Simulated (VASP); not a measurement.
Write the native input for VASP 6.6.1 that does the following.

* Task: single point
* Functional: PBE
* Potentials or basis: VASP PAW PBE potentials, release 64 (Si, C)
* Cutoff: 520 eV
* k mesh: 6 × 6 × 6
* Occupations: gaussian, width 0.1 eV
* Spin: no spin polarisation
* Dipole correction: no
* Further INCAR settings: ALGO = Normal; EDIFF = 1e-06; NBANDS = 18

The structure of Si3C2 lies in POSCAR:

```
Si3C2
1.0
    4.7950664989      0.0000000000      0.0000000000
   -2.3975332494      4.1526494009      0.0000000000
    0.0000000000      0.0000000000      2.7657912361
Si C
3 2
Direct
    0.3648458104      0.0000000000      0.0000000000
    0.0000000000      0.3648458104      0.0000000000
    0.6351541896      0.6351541896      0.0000000000
    0.3333333333      0.6666666667      0.5000000000
    0.6666666667      0.3333333333      0.5000000000
```

The cell was generated, and may not be a known phase.

The input as run:

INCAR

```
SYSTEM = Si3C2
PREC = Accurate
ENCUT = 520
EDIFF = 1E-6
ISMEAR = 0
SIGMA = 0.1
LREAL = .False.
LASPH = .True.
NELM = 100
ALGO = Normal
ISIF = 2
LWAVE = .False.
LCHARG = .True.
GGA = PE
LELF = .True.
LVHAR = .True.
NBANDS = 18
```

KPOINTS

```
regular mesh
0
Gamma
  6 6 6
  0 0 0
```

Potentials or basis: VASP PAW PBE potentials, release 64 (Si, C).

Launch:

```bash
$ cat potpaw_PBE.64/Si/POTCAR potpaw_PBE.64/C/POTCAR > POTCAR
$ mpirun -np 1 vasp_std > vasp.out
```

Results of the run:

* Pressure: 0.0 GPa
* Largest force: 0.007 eV/Å
* Band gap on the k mesh: zero (bands 10 and 11 overlap by 4.44 eV)

Caveat: the k points lie up to 0.38 Å⁻¹ apart, too coarse for converged energies and pressures of a metal.

It took 14 s on 1 thread of Intel(R) Xeon(R) Platinum 8488C (Sapphire Rapids) (shared host), peak memory 0.17 GiB.
